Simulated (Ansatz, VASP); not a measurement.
**Pd: VASP beside Ansatz**

POSCAR

```
Pd
1.0
    4.3646624039      0.0000000000      0.0000000000
   -2.1823312020      3.7799085207      0.0000000000
    0.0000000000      0.0000000000      2.6755380536
Pd
3
Direct
    0.0000000000      0.0000000000      0.0000000000
    0.3333333333      0.6666666667      0.5000000000
    0.6666666667      0.3333333333      0.5000000000
```

The input INCAR.step1:

```
PREC     = Accurate       # precision mode
ENCUT    = 600            # plane-wave cutoff, eV
ISMEAR   = -1             # smearing method
SIGMA    = 0.1            # smearing width, eV
LREAL    = False          # projectors in reciprocal space
LASPH    = True           # aspherical terms in the spheres
NELM     = 60             # most SCF steps
GGA      = PE             # functional
ALGO     = Normal         # electronic algorithm
EDIFF    = 1E-4           # SCF threshold, eV
LWAVE    = True           # write WAVECAR
LCHARG   = False          # write CHGCAR
```

The input INCAR.step2:

```
PREC     = Accurate       # precision mode
ENCUT    = 600            # plane-wave cutoff, eV
EDIFF    = 1E-6           # SCF threshold, eV
ISMEAR   = -1             # smearing method
SIGMA    = 0.1            # smearing width, eV
LREAL    = False          # projectors in reciprocal space
LASPH    = True           # aspherical terms in the spheres
NELM     = 60             # most SCF steps
ALGO     = Normal         # electronic algorithm
ISIF     = 3              # what is computed and relaxed
LWAVE    = False          # write WAVECAR
LCHARG   = False          # write CHGCAR
METAGGA  = R2SCAN         # meta-GGA
LMIXTAU  = True         
IBRION   = 2              # ionic algorithm
NSW      = 80             # ionic steps
EDIFFG   = -0.01          # ionic threshold
ISTART   = 1
```

The input KPOINTS:

```
Automatic mesh
0
Gamma
  8 8 12
```

Input for Ansatz:

```yaml
crystal:
  lattice:
    - [4.3646624039, 0.0, 0.0]
    - [-2.182331202, 3.7799085207, 0.0]
    - [0.0, 0.0, 2.6755380536]
  atoms:
    - { symbol: Pd, position: [0.0, 0.0, 0.0] }
    - { symbol: Pd, position: [0.3333333333, 0.6666666667, 0.5] }
    - { symbol: Pd, position: [0.6666666667, 0.3333333333, 0.5] }
hamiltonian:
  xc: r2scan
  pseudopotentials:
    kind: paw
    azcp:
      Pd: "pseudopotentials/Pd.paw.azcp"
basis:
  ecutwfc: 500
  fft_grid_basis: typed
kpoints:
  mp_grid: { grid: [8, 8, 12], shift: [0, 0, 0] }
magnetization:
  spin_polarized: false
scf:
  occupations: { method: fermi_dirac, width: 0.1 }
relax:
  max_steps: 60
  f_tol: 0.01
  cell: {}
```

Alike in both runs: task relaxation of cell and atoms; functional r2SCAN; k mesh 8 × 8 × 12; occupations fermi-dirac, width 0.1 eV; no spin polarisation.

```csv
,VASP,Ansatz
version,VASP 6.6.1,Ansatz 0.2.0
potentials or method,"VASP PAW PBE potentials, release 64 (Pd), cutoff 600 eV","plane waves (500 eV) with PAW, scalar-relativistic"
valence electrons in the cell,30,54
```

|  | VASP | Ansatz | Ansatz less VASP |
| --- | --- | --- | --- |
| relaxed volume (Å³/atom) | 15.31 | 15.28 | -0.039 |
| relaxed cell length with the largest relative difference (Å) | 2.655 | 2.651 | -0.0039 |

VASP's potentials were made for PBE, not for r2SCAN. VASP's potentials hold 30 valence electrons a cell and Ansatz's 54, so a difference there can come from the potentials and not from the codes.
